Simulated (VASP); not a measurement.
Input of a VASP 6.6.1 run:

The input INCAR:

```
PREC = Accurate
ENCUT = 520
EDIFF = 1E-8
ISMEAR = -1
SIGMA = 0.02
LREAL = F
LASPH = T
NELM = 80
ALGO = Normal
ISIF = 2
LWAVE = F
LCHARG = F
GGA = PE
LEFG = T
NBANDS = 27
```

The input KPOINTS:

```
Automatic mesh
0
Gamma
  8 8 7
```

Contents of POSCAR:

```
InSe
1.0
    5.8679026766     -2.0550000000      0.0000000000
    5.8679026766      2.0550000000      0.0000000000
   -1.5994156962      0.0000000000      4.3236564064
In Se
2 2
Direct
    0.8840000000      0.8840000000      0.0050000000
    0.1160000000      0.1160000000      0.9950000000
    0.6600000000      0.6600000000      0.6420000000
    0.3400000000      0.3400000000      0.3580000000
```

Potentials or basis: VASP PAW PBE potentials, release 64 (In_d, Se).

Command:

```console
$ cat potpaw_PBE.64/In_d/POTCAR potpaw_PBE.64/Se/POTCAR > POTCAR
$ mpirun -np 1 vasp_std > vasp.out
```

(1) Predict the largest force.

(2) Predict the band gap on the k mesh.

(3) What does it give for the pressure?

## Answers

(1) 0.780 eV/Å.

(2) 1.02 eV, indirect (least direct gap 1.43 eV).

(3) 3.0 GPa.

Caveat: without QUAD_EFG the Cq values of the log hold for a quadrupole moment of 1 mb, not for the nuclei; spin-orbit coupling is left out, which moves the levels of the heavy elements.
